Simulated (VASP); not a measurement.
Write the native input for VASP 6.6.1 that does the following.

```yaml
Task: single point
Functional: PBE
Potentials_or_basis: VASP PAW PBE potentials, release 64 (Os, H)
Cutoff: 520 eV
k_mesh: 1 × 1 × 1
Occupations: gaussian, width 0.01 eV
Spin: non-collinear spin, zero start, spin-orbit coupling
Starting_moments: "[[0.0, 0.0, 0.0], [0.0, 0.0, 0.0], [0.0, 0.0, 0.0], [0.0, 0.0, 0.0], [0.0, 0.0, 0.0], [0.0, 0.0, 0.0], [0.0, 0.0, 0.0], [0.0, 0.0, 0.0], [0.0, 0.0, 0.0]] μB"
Dipole_correction: no
Further_INCAR_settings: ALGO = Normal; EDIFF = 1e-06; NBANDS = 35
```

The structure of OsH8 lies in POSCAR:

```
H8Os
1.0
   12.3400000000      0.0000000000      0.0000000000
    0.0000000000     12.3400000000      0.0000000000
    0.0000000000      0.0000000000     10.2700000000
Os H
1 8
Direct
    0.4998144200      0.4998144200      0.5373739000
    0.6349611000      0.4998128000      0.5622794500
    0.4998160500      0.6349611000      0.5622794500
    0.3646677500      0.4998160500      0.5622794500
    0.4998128000      0.3646677500      0.5622794500
    0.5713201000      0.5713184800      0.4381694300
    0.4283103700      0.5713201000      0.4381694300
    0.4283087500      0.4283103700      0.4381694300
    0.5713184800      0.4283087500      0.4381694300
```

These files were run (other wordings do the same):

INCAR

```
  ALGO = Normal
  EDIFF = 1E-6
  ENCUT = 520
  GGA = PE
  GGA_COMPAT = F
  ISIF = 2
  ISMEAR = 0
  LASPH = T
  LCHARG = F
  LMAXMIX = 4
  LNONCOLLINEAR = T
  LORBIT = 11
  LORBMOM = T
  LREAL = F
  LSORBIT = T
  LWAVE = F
  MAGMOM = 0 0 0 0 0 0 0 0 0 0 0 0 0 0 0 0 0 0 0 0 0 0 0 0 0 0 0
  NBANDS = 35
  NELM = 150
  PREC = Accurate
  SIGMA = 0.01
```

KPOINTS

```
k-points
0
Gamma
  1 1 1
```

Potentials or basis: VASP PAW PBE potentials, release 64 (Os, H).

Command:

```sh
$ cat potpaw_PBE.64/Os/POTCAR potpaw_PBE.64/H/POTCAR > POTCAR
$ mpirun -np 1 vasp_ncl > vasp.out
```

It gave:

```yaml
Largest_force: 0.205 eV/Å
Net_moment: 0.00 μB per cell
Valence_electrons_inside_the_program's_atomic_spheres: Os 8.06; H 0.53, 0.52 (each value once)
```

Run time: 14 min on 1 thread of Intel(R) Xeon(R) 6975P-C (Granite Rapids), with other jobs on the host, peak memory 3.7 GiB.
